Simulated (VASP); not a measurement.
# SiSb3 in VASP: relaxation of the atoms with PBE

Aim: the relaxation of the atoms of SiSb3 with PBE.

Everything below comes from runs of VASP 6.6.1. Logs are shortened: lines on timing, memory, paths and dates and some standing lists are left out, and cuts for length are marked.

**1. The cell of the first run**

The typed cell holds 8 atoms: a = 6.361 Å, b = 6.361 Å, c = 6.779 Å, α = 90.00°, β = 90.00°, γ = 120.00°.

**2. Relaxation of the atoms, PBE**

Contents of INCAR:

```
PREC = Accurate
ENCUT = 520
EDIFF = 1E-7
ISMEAR = 0
SIGMA = 0.2864
LREAL = False
LASPH = True
NELM = 80
ALGO = Normal
ISIF = 2
LWAVE = False
LCHARG = False
GGA = PE
IBRION = 2
NSW = 60
EDIFFG = -0.03
KPAR = 4
```

Contents of KPOINTS:

```
Automatic mesh
0
Gamma
  6 6 5
```

Contents of POSCAR:

```
SiSb3
1.0
    6.3613400000      0.0000000000      0.0000000000
   -3.1806700000      5.5090840000      0.0000000000
    0.0000000000      0.0000000000      6.7793710000
Sb Si
6 2
Direct
    0.0300000000      0.3700000000      0.2500000000
    0.6600000000      0.0300000000      0.7500000000
    0.6300000000      0.6600000000      0.2500000000
    0.9700000000      0.6300000000      0.7500000000
    0.3400000000      0.9700000000      0.2500000000
    0.3700000000      0.3400000000      0.7500000000
    0.3333000000      0.6667000000      0.2500000000
    0.6666000000      0.3333000000      0.7500000000
```

Potentials or basis: VASP PAW PBE potentials, release 64 (Sb, Si).

On the command line:

```sh
> cat potpaw_PBE.64/Sb/POTCAR potpaw_PBE.64/Si/POTCAR > POTCAR
> mpirun -np 4 vasp_std > vasp.out
```

OUTCAR:

```text
PREC = Accurate
   ENCUT = 520
   EDIFF = 1E-7
   ISMEAR = 0
   LREAL = False
   LASPH = True
   NELM = 80
   ISIF = 2
   GGA = PE
   IBRION = 2
   NSW = 60
   EDIFFG = -0.03

 ion  position               nearest neighbor table
   1  0.030  0.370  0.250-   7 1.91   3 3.31   5 3.31
   2  0.660  0.030  0.750-   8 1.91   6 3.31   4 3.31
   3  0.630  0.660  0.250-   7 1.91   1 3.31   5 3.31
   4  0.970  0.630  0.750-   8 1.91   6 3.31   2 3.31
   5  0.340  0.970  0.250-   7 1.91   3 3.31   1 3.31
   6  0.370  0.340  0.750-   8 1.91   4 3.31   2 3.31
   7  0.333  0.667  0.250-   5 1.91   1 1.91   3 1.91
   8  0.667  0.333  0.750-   6 1.91   2 1.91   4 1.91

  LATTYP: Found a hexagonal cell.
 ALAT       =     6.3613400000
 C/A-ratio  =     1.0657142992

  Lattice vectors:

 A1 = (   6.3613400000,   0.0000000000,   0.0000000000)
 A2 = (  -3.1806700000,   5.5090840000,   0.0000000000)
 A3 = (   0.0000000000,   0.0000000000,   6.7793710000)

Analysis of symmetry for initial positions (statically):
=====================================================================
 Subroutine PRICEL returns:
 Original cell was already a primitive cell.

 Routine SETGRP: Setting up the symmetry group for a
 hexagonal supercell.

 Subroutine GETGRP returns: Found  2 space group operations
 (whereof  1 operations were pure point group operations)
 out of a pool of 24 trial point group operations.

The static configuration has the point symmetry C_1 .
 The point group associated with its full space group is C_1h.

Analysis of symmetry for dynamics (positions and initial velocities):
=====================================================================
 Subroutine PRICEL returns:
 Original cell was already a primitive cell.

 Routine SETGRP: Setting up the symmetry group for a
 hexagonal supercell.

 Subroutine GETGRP returns: Found  2 space group operations
 (whereof  1 operations were pure point group operations)
 out of a pool of 24 trial point group operations.

The dynamic configuration has the point symmetry C_1 .
 The point group associated with its full space group is C_1h.

 Subroutine INISYM returns: Found  2 space group operations
 (whereof  1 operations are pure point group operations),
 and found     1 'primitive' translations

----------------------------------------------------------------------------------------

                                     Primitive cell

  volume of cell :     237.5841

  direct lattice vectors                    reciprocal lattice vectors
     6.361340000  0.000000000  0.000000000     0.157199584  0.090759190  0.000000000
    -3.180670000  5.509084000  0.000000000     0.000000000  0.181518379  0.000000000
     0.000000000  0.000000000  6.779371000     0.000000000  0.000000000  0.147506310

  length of vectors
     6.361340000  6.361341696  6.779371000     0.181518428  0.181518379  0.147506310

  position of ions in fractional coordinates (direct lattice)
     0.030000000  0.370000000  0.250000000
     0.660000000  0.030000000  0.750000000
     0.630000000  0.660000000  0.250000000
     0.970000000  0.630000000  0.750000000
     0.340000000  0.970000000  0.250000000
     0.370000000  0.340000000  0.750000000
     0.333300000  0.666700000  0.250000000
     0.666600000  0.333300000  0.750000000

  ion indices of the primitive-cell ions
   primitive index   ion index
                 1           1
                 2           2
                 3           3
                 4           4
                 5           5
                 6           6
                 7           7
                 8           8

----------------------------------------------------------------------------------------

 KPOINTS: Automatic mesh

Automatic generation of k-mesh.
 Grid dimensions read from file:
 generate k-points for:    6    6    5

 Generating k-lattice:

  Cartesian coordinates                     Fractional coordinates (reciprocal lattice)
     0.026199931  0.015126532  0.000000000     0.166666667  0.000000000  0.000000000
     0.000000000  0.030253063  0.000000000     0.000000000  0.166666667  0.000000000
     0.000000000  0.000000000  0.029501262     0.000000000  0.000000000  0.200000000

  Length of vectors
     0.030253071  0.030253063  0.029501262

  Shift w.r.t. Gamma in fractional coordinates (k-lattice)
     0.000000000  0.000000000  0.000000000

 Subroutine IBZKPT returns following result:
 ===========================================

 Found     60 irreducible k-points:

 Following reciprocal coordinates:
            Coordinates               Weight
  0.000000  0.000000  0.000000      1.000000
  0.166667 -0.000000  0.000000      2.000000
  0.000000  0.166667  0.000000      2.000000
 -0.166667  0.166667  0.000000      2.000000
  0.333333  0.000000  0.000000      2.000000
  0.000000  0.333333  0.000000      2.000000
[... 16 lines left out ...]
  0.000000  0.166667  0.200000      4.000000
 -0.166667  0.166667  0.200000      4.000000
 [... further k-points ...]
   k-points           NKPTS =     60   k-points in BZ     NKDIM =     60   number of bands    NBANDS=     24
   number of dos      NEDOS =    301   number of ions     NIONS =      8
   total plane-waves  NPLWV = 115200
   dimension x,y,z NGX =    48 NGY =   48 NGZ =   50
   dimension x,y,z NGXF=    96 NGYF=   96 NGZF=  100
   ions per type =               6   2
   NGX,Y,Z   is equivalent  to a cutoff of  12.54, 12.54, 12.26 a.u.
   NGXF,Y,Z  is equivalent  to a cutoff of  25.09, 25.09, 24.52 a.u.
 SYSTEM =  unknown system
   PREC   = accura    normal or accurate (medium, high low for compatibility)
   ISTART =      0    job   : 0-new  1-cont  2-samecut
   ICHARG =      2    charge: 1-file 2-atom 10-const
   ISPIN  =      1    spin polarized calculation?
   LNONCOLLINEAR =      F non collinear calculations
   LSORBIT =      F    spin-orbit coupling
   LASPH  =      T    aspherical Exc in radial PAW
   ENCUT  =  520.0 eV  38.22 Ry    6.18 a.u.  11.83 11.83 12.61*2*pi/ulx,y,z
   NELM   =     80;   NELMIN=  2; NELMDL= -5     # of ELM steps
   EDIFF  = 0.1E-06   stopping-criterion for ELM
   LREAL  =      F    real-space projection
   EDIFFG = -.3E-01   stopping-criterion for IOM
   NSW    =     60    number of steps for IOM
   IBRION =      2    ionic relax: 0-MD 1-quasi-New 2-CG
   NFREE  =      1    steps in history (QN), initial steepest desc. (CG)
   ISIF   =      2    stress and relaxation
   ISYM   =      2    0-nonsym 1-usesym 2-fastsym
   POTIM  = 0.5000    time-step for ionic-motion
   TEBEG  =    0.0;   TEEND  =   0.0 temperature during run
   PSTRESS=    0.0 pullay stress
   NELECT =      38.0000    total number of electrons
   NUPDOWN=      -1.0000    fix difference up-down
   EMIN   =  10.00;   EMAX   =-10.00  energy-range for DOS
   EFERMI =   0.00;   METHOD = LEGACY
   ISMEAR =     0;   SIGMA  =   0.29  broadening in eV -4-tet -1-fermi 0-gaus
   EFERMI_NEDOS =   21; number of points for ismear=-14 and -15
   IALGO  =     38    algorithm
   IMIX   =      4    mixing-type and parameters
     AMIX     =   0.40;   BMIX     =  1.00
     AMIX_MAG =   1.60;   BMIX_MAG =  1.00
  volume/ion in A,a.u.               =      29.70       200.41
  Fermi-wavevector in a.u.,A,eV,Ry     =   0.888649  1.679303 10.744479  0.789697
  Thomas-Fermi vector in A             =   2.010106
   LORBIT       =      0    0 simple, 1 ext, 2 COOP (PROOUT), +10 PAW based schemes
   GGA     = PE    functional components
   LHFCALC =     F    Hartree Fock is set to
   AEXX    =    0.0000 exact exchange contribution
   IVDW    =     0    specifies the selected vdW correction
   LEPSILON=     F    determine dielectric tensor
   LRPA    =     F    only Hartree local field effects (RPA)
 conjugate gradient relaxation of ions
 non-spin polarized calculation
 Gauss-broadening in eV      SIGMA  =   0.29
  energy-cutoff  :      520.00
  volume of cell :      237.58
 maximum number of plane-waves:      6420
   NGX = 23   NGY = 23   NGZ = 25

--------------------------------------- Ionic step        1  -------------------------------------------

 number of electron      37.9999997 magnetization

 Free energy of the ion-electron system (eV)
  ---------------------------------------------------
  ext. energy  EPLUGINS =         0.00000000
  ---------------------------------------------------
  free energy    TOTEN  =        -5.85843655 eV

  energy without entropy =       -5.56097707  energy(sigma->0) =       -5.70970681

------------------------ aborting loop because EDIFF is reached ----------------------------------------

  FORCE on cell =-STRESS in cart. coord.  units (eV):
  Direction    XX          YY          ZZ          XY          YZ          ZX
  --------------------------------------------------------------------------------------
  -------------------------------------------------------------------------------------
  Total      104.5069259    104.5119570     -3.8523920     -0.0407062      0.0000000      0.0000000
  in kB      704.7551394    704.7890668    -25.9790728     -0.2745071      0.0000000      0.0000000
  external PRESSURE =     461.1883778 kB  Pullay stress =       0.0000000 kB
[... 107 lines left out ...]
  FREE ENERGIE OF THE ION-ELECTRON SYSTEM (eV)
  ---------------------------------------------------
  free  energy   TOTEN  =       -30.8653221434 eV

  energy  without entropy=      -30.6009295634  energy(sigma->0) =      -30.73312585

[... ionic steps 4 to 7 ...]

--------------------------------------- Ionic step        8  -------------------------------------------

 number of electron      37.9999997 magnetization

------------------------ aborting loop because EDIFF is reached ----------------------------------------
[... 79 lines left out ...]
--------------------------------------- Ionic step       10  -------------------------------------------

 number of electron      37.9999997 magnetization

 Free energy of the ion-electron system (eV)
  ---------------------------------------------------
  ext. energy  EPLUGINS =         0.00000000
  ---------------------------------------------------
  free energy    TOTEN  =       -31.42460566 eV

  energy without entropy =      -31.18827305  energy(sigma->0) =      -31.30643935

 E-fermi :   6.0566     XC(G=0):  -9.3735

 val. band max:        6.0420935755   @ k =   0.0000   0.0000   0.2000
 cond. band min:       6.0615148085   @ k =   0.5000  -0.1667  -0.2000
 fundamental gap:      0.0194212330
 Fermi energy:         6.0566389266

 k-point     1 :       0.0000    0.0000    0.0000
  band No.  band energies     occupation
      1      -5.7286      2.00000
      2      -4.4049      2.00000
      3      -2.2243      2.00000
      4      -2.2241      2.00000
      5      -1.8559      2.00000
      6      -1.8556      2.00000
[... 637 lines left out ...]
     23       7.4185      0.00000
     24       7.7706      0.00000

 [... further k-points ...]

------------------------ aborting loop because EDIFF is reached ----------------------------------------

  FORCE on cell =-STRESS in cart. coord.  units (eV):
  Direction    XX          YY          ZZ          XY          YZ          ZX
  --------------------------------------------------------------------------------------
  -------------------------------------------------------------------------------------
  Total       -1.7565345     -1.7562322     -9.9194532     -0.0023549      0.0000000      0.0000000
  in kB      -11.8454033    -11.8433649    -66.8930368     -0.0158806      0.0000000      0.0000000
  external PRESSURE =     -30.1939350 kB  Pullay stress =       0.0000000 kB
[... 23 lines left out ...]
  FREE ENERGIE OF THE ION-ELECTRON SYSTEM (eV)
  ---------------------------------------------------
  free  energy   TOTEN  =       -31.4246056565 eV

  energy  without entropy=      -31.1882730476  energy(sigma->0) =      -31.30643935

 reached required accuracy - stopping structural energy minimisation
```

Run time: 10 min. Hardware: 4 MPI ranks of Intel Xeon Platinum 8488C (Sapphire Rapids), shared host; peak memory 0.52 GiB.

Results:

| Quantity | Value |
| --- | --- |
| Free energy | -31.4246 eV |
| Energy gained by relaxing | 3195.8 meV/atom |
| Ionic steps | 10 |
| Pressure after relaxing | -3.0 GPa |
| Largest force after relaxing | 0.029 eV/Å |
| Band gap on the k mesh | zero (bands 19 and 20 overlap by 1.21 eV) |

Forces on the atoms (eV/Å):
```
Sb   0.015  0.024  0.000
Sb  -0.013  0.025  0.000
Sb  -0.029  0.001  0.000
Sb  -0.015 -0.025  0.000
Sb   0.013 -0.024  0.000
Sb   0.027 -0.001  0.000
Si   0.002 -0.001  0.000
Si   0.002  0.001  0.000
```

Stress tensor (GPa, compression positive):
```
-1.18  0.00  0.00
 0.00 -1.18  0.00
 0.00  0.00 -6.69
```

Step by step:
| step | energy change (eV) | largest force (eV/Å) | pressure (GPa) |
| --- | --- | --- | --- |
| 1 | 0.0000 | 18.8624 | 46.12 |
| 2 | -25.3904 | 0.3926 | -3.69 |
| 3 | -25.0069 | 1.0694 | 0.10 |
| 4 | -25.4846 | 0.3225 | -3.32 |
| 5 | -25.5063 | 0.3053 | -2.79 |
| 6 | -25.5081 | 0.2984 | -2.94 |
| 7 | -25.5303 | 0.2335 | -3.00 |
| 8 | -25.5645 | 0.0540 | -3.06 |
| 9 | -25.5656 | 0.0417 | -3.05 |
| 10 | -25.5662 | 0.0294 | -3.02 |

Final structure:
```
CELL_PARAMETERS angstrom
6.36134 0.00000 0.00000
-3.18067 5.50908 0.00000
0.00000 0.00000 6.77937
ATOMIC_POSITIONS crystal
Sb 0.90993 0.24140 0.25000
Sb 0.66852 0.90993 0.75000
Sb 0.75854 0.66846 0.25000
Sb 0.09008 0.75853 0.75000
Sb 0.33157 0.09014 0.25000
Sb 0.24142 0.33155 0.75000
Si 0.33328 0.66672 0.25000
Si 0.66656 0.33328 0.75000
```

Caveat: the highest band is partly filled, so the run has too few bands; so wide a smearing shifts energies and pressures; spin-orbit coupling is left out, which moves the levels of the heavy elements.
